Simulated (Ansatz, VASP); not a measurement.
# Two plane-wave programs on Fe

Contents of INCAR:

```
SYSTEM = Fe
ALGO = Normal ; EDIFF = 1E-7
ENCUT = 520 ; ISIF = 2
ISMEAR = -1 ; ISPIN = 2
LASPH = .True. ; LCHARG = .False.
LMAXMIX = 4 ; LORBIT = 11
LREAL = .False. ; LWAVE = .False.
MAGMOM = 3 ; NBANDS = 14
NELM = 150 ; PREC = Accurate
SIGMA = 0.05
```

The input KPOINTS:

```
k-points
0
Gamma
  12 12 12
  0 0 0
```

The input POSCAR:

```
Fe
1.0
   -1.4430000000      1.4430000000      1.4430000000
    1.4430000000     -1.4430000000      1.4430000000
    1.4430000000      1.4430000000     -1.4430000000
Fe
1
Direct
    0.0000000000      0.0000000000      0.0000000000
```

Input for Ansatz:

```yaml
crystal:
  lattice:
    - [-1.443, 1.443, 1.443]
    - [1.443, -1.443, 1.443]
    - [1.443, 1.443, -1.443]
  atoms:
    - { symbol: Fe, position: [0.0, 0.0, 0.0], spin: 3.0 }
magnetization:
  spin_polarized: true
kpoints:
  mp_grid: { grid: [12, 12, 12] }
scf:
  occupations: { method: fermi_dirac, width: 0.05 }
  lower_state_search: "off"
hamiltonian:
  xc: lda
  pseudopotentials: { kind: paw }
output:
  forces: true
  stress: true
  eigenvalues: true
```

Alike in both runs: task single point; functional LDA; k mesh 12 × 12 × 12; occupations fermi-dirac, width 0.05 eV; collinear spin.

```csv
,VASP,Ansatz
version,VASP 6.6.1,Ansatz 0.2.0
potentials or method,"VASP PAW LDA potentials, release 64 (Fe)","PAW with Ansatz's default frozen-core files, scalar-relativistic"
plane-wave cutoff (eV),520,420
valence electrons in the cell,8,16
```

|  | VASP | Ansatz | Ansatz less VASP |
| --- | --- | --- | --- |
| pressure (GPa) | -25.2 | -24.6 | +0.60 |
| net moment per atom (μB) | 2.26 | 2.29 | +0.030 |
| size of the moment on the site where the two differ most (μB) | 2.24 | 2.31 | +0.069 |

LDA's correlation is that of Perdew and Zunger in VASP and of Perdew and Wang (1992) in Ansatz. Site moments also hang on the region over which each program counts them. VASP's potentials hold 8 valence electrons a cell and Ansatz's 16, so a difference there can come from the potentials and not from the codes.
